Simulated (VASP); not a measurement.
Here is a VASP 6.6.1 calculation.

The input INCAR:

```
SYSTEM = BaTiO3
  ALGO = Normal
  EDIFF = 1E-6
  ENCUT = 910
  GGA = PE
  GGA_COMPAT = .False.
  ISIF = 2
  ISMEAR = 0
  LASPH = .True.
  LCHARG = .False.
  LDAU = .True.
  LDAUJ = 0 0 0
  LDAUL = -1 2 -1
  LDAUPRINT = 1
  LDAUTYPE = 2
  LDAUU = 0 4 0
  LMAXMIX = 4
  LREAL = .False.
  LWAVE = .False.
  NBANDS = 28
  NELM = 200
  PREC = Accurate
  SIGMA = 0.02
```

KPOINTS

```
k-points
0
Gamma
  8 8 8
  0 0 0
```

File POSCAR:

```
BaTiO3
1.0
    4.0288719392      0.0000000000      0.0000000000
    0.0000000000      4.0288719392      0.0000000000
    0.0000000000      0.0000000000      4.0288719392
Ba Ti O
1 1 3
Direct
    0.5000000000      0.5000000000      0.5000000000
    0.0000000000      0.0000000000      0.0000000000
    0.5000000000      0.0000000000      0.0000000000
    0.0000000000      0.5000000000      0.0000000000
    0.0000000000      0.0000000000      0.5000000000
```

Potentials or basis: VASP PAW PBE potentials, release 64 (Ba_sv, Ti_sv, O_h).

Run with:

```console
$ cat potpaw_PBE.64/Ba_sv/POTCAR potpaw_PBE.64/Ti_sv/POTCAR potpaw_PBE.64/O_h/POTCAR > POTCAR
$ mpirun -np 1 vasp_std > vasp.out
```

Problem. What does it give for the pressure?

Solution. 3.1 GPa.

Problem. What does it give for the band gap on the k mesh?

Solution. 2.17 eV, indirect (least direct gap 2.38 eV).

Eigenvalues of the final occupation matrices:
| site | spin | trace | eigenvalues |
| --- | --- | --- | --- |
| site 2 d | 1 | 0.78 | 0.10 0.10 0.10 0.23 0.23 |
| site 2 d | 2 | 0.78 | 0.10 0.10 0.10 0.23 0.23 |

Caveat: the cutoff is under 1.25 times the usual one of these potentials, so pressure, stress and relaxed cells hold a basis-set (Pulay) error; spin-orbit coupling is left out, which moves the levels of the heavy elements. A k mesh can miss the band edges.
